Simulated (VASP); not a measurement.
Wanted: the native input for a VASP 6.6.1 run.

```
Task                   : single point
Functional             : LDA
Potentials or basis    : VASP PAW LDA potentials, release 64 (Cu)
Cutoff                 : 520 eV
k mesh                 : 18 × 18 × 18
Occupations            : fermi-dirac, width 0.05 eV
Spin                   : no spin polarisation
Dipole correction      : no
Further INCAR settings : ALGO = Normal; EDIFF = 1e-06; NBANDS = 12
```

The structure of Cu lies in POSCAR:

```
Cu
1.0
    0.0000000000      1.6859347935      1.6859347935
    1.6859347935      0.0000000000      1.6859347935
    1.6859347935      1.6859347935      0.0000000000
Cu
1
Direct
    0.0000000000      0.0000000000      0.0000000000
```

This cell differs from its parent crystal: volume scaled by 0.88.

These files were run (other wordings do the same):

INCAR

```
PREC     = Accurate       # precision mode
ENCUT    = 520            # plane-wave cutoff, eV
EDIFF    = 1E-6           # SCF threshold, eV
ISMEAR   = -1             # smearing method
SIGMA    = 0.05           # smearing width, eV
LREAL    = False          # projectors in reciprocal space
LASPH    = True           # aspherical terms in the spheres
NELM     = 60             # most SCF steps
ALGO     = Normal         # electronic algorithm
ISIF     = 2              # what is computed and relaxed
LWAVE    = False          # write WAVECAR
LCHARG   = False          # write CHGCAR
NBANDS   = 12             # bands
```

KPOINTS

```
regular mesh
0
Gamma
  18 18 18
```

Potentials or basis: VASP PAW LDA potentials, release 64 (Cu).

Run with:

```console
$ cat potpaw_LDA.64/Cu/POTCAR > POTCAR
$ mpirun -np 1 vasp_std > vasp.out
```

It gave:

```
Pressure : 34.0 GPa
```

Wall time 14 s on 1 thread of Intel Xeon 6975P-C, with other jobs on the host, peak memory 0.13 GiB.
